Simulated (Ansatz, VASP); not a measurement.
GaN: VASP beside Ansatz

File INCAR:

```
  PREC = Accurate
  ENCUT = 600
  EDIFF = 1E-6
  ISMEAR = 0
  SIGMA = 0.02
  LREAL = False
  LASPH = True
  NELM = 120
  ALGO = Normal
  ISIF = 2
  LWAVE = False
  LCHARG = True
  LELF = True
  LVHAR = True
  NBANDS = 16
  GGA_COMPAT = False
```

KPOINTS

```
regular mesh
0
Gamma
  10 10 10
```

Contents of POSCAR:

```
GaN
1.0
    0.0000000000      2.2277008268      2.2277008268
    2.2277008268      0.0000000000      2.2277008268
    2.2277008268      2.2277008268      0.0000000000
Ga N
1 1
Direct
    0.0000000000      0.0000000000      0.0000000000
    0.2500000000      0.2500000000      0.2500000000
```

Input for Ansatz:

```yaml
crystal:
  lattice:
    - [0.0, 2.2277008268, 2.2277008268]
    - [2.2277008268, 0.0, 2.2277008268]
    - [2.2277008268, 2.2277008268, 0.0]
  atoms:
    - { symbol: Ga, position: [0.0, 0.0, 0.0] }
    - { symbol: "N", position: [0.25, 0.25, 0.25] }
basis:
  ecutwfc: 420
kpoints:
  mp_grid: { grid: [10, 10, 10] }
  band_path:
    path:
      - [[0.0, 0.0, 0.0], [-0.5, -0.5, 0.0], [-0.375, -0.375, 0.25]]
      - [[-0.375, 0.0, 0.375], [0.0, 0.0, 0.0], [0.0, 0.0, 0.5], [-0.5, -0.25, 0.25], [-0.5, -0.5, 0.0]]
    npoints: 10
hamiltonian:
  xc: lda
scf:
  occupations: { method: gaussian, width: 0.02 }
  n_extra_bands: 7
output:
  forces: true
  stress: true
  eigenvalues: true
  write_density: true
  write_potential: true
  elf: true
  volumetric_format: npy
```

Alike in both runs: task single point; functional LDA; k mesh 10 × 10 × 10; occupations gaussian, width 0.02 eV; no spin polarisation.

|  | VASP | Ansatz |
| --- | --- | --- |
| version | VASP 6.6.1 | Ansatz 0.2.0 |
| potentials or method | VASP PAW LDA potentials, release 64 (Ga_d, N), cutoff 600 eV | scalar-relativistic, plane waves, PAW |
| valence electrons in the cell | 18 | 18 |

```tsv
	VASP	Ansatz	Ansatz less VASP
gap on the k mesh at the Fermi level (eV)	1.97	1.96	-0.017
least direct gap on the mesh (eV)	1.97	1.96	-0.017
pressure (GPa)	1.0	0.0	-1.02
```

LDA's correlation is that of Perdew and Zunger in VASP and of Perdew and Wang (1992) in Ansatz.
